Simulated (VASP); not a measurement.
Here is a VASP 6.6.1 calculation.

INCAR

```
PREC     = Accurate       # precision mode
ENCUT    = 520            # plane-wave cutoff, eV
EDIFF    = 1E-6           # SCF threshold, eV
ISMEAR   = -1             # smearing method
SIGMA    = 0.08           # smearing width, eV
LREAL    = False          # projectors in reciprocal space
LASPH    = True           # aspherical terms in the spheres
NELM     = 60             # most SCF steps
ALGO     = Normal         # electronic algorithm
ISIF     = 2              # what is computed and relaxed
LWAVE    = False          # write WAVECAR
LCHARG   = True           # write CHGCAR
GGA      = CA             # functional
LELF     = True           # ELF
LVHAR    = True         
NBANDS   = 13             # bands
```

File KPOINTS:

```
regular mesh
0
Gamma
  12 12 12
```

Contents of POSCAR:

```
AlCo
1.0
    2.7942509364      0.0000000000      0.0000000000
    0.0000000000      2.7942509364      0.0000000000
    0.0000000000      0.0000000000      2.7942509364
Al Co
1 1
Direct
    0.0000000000      0.0000000000      0.0000000000
    0.5000000000      0.5000000000      0.5000000000
```

Potentials or basis: VASP PAW LDA potentials, release 64 (Al, Co).

Command:

```console
$ cat potpaw_LDA.64/Al/POTCAR potpaw_LDA.64/Co/POTCAR > POTCAR
$ mpirun -np 1 vasp_std > vasp.out
```

Problem. Predict the band gap on the k mesh.

Solution. Zero (band 6 reaches 13.54 eV, above the bottom of band 7 at 10.82 eV).

Problem. Predict the pressure.

Solution. 0.3 GPa.

Spin polarisation is off, so any magnetic state and its effect on volume and gap are missing.
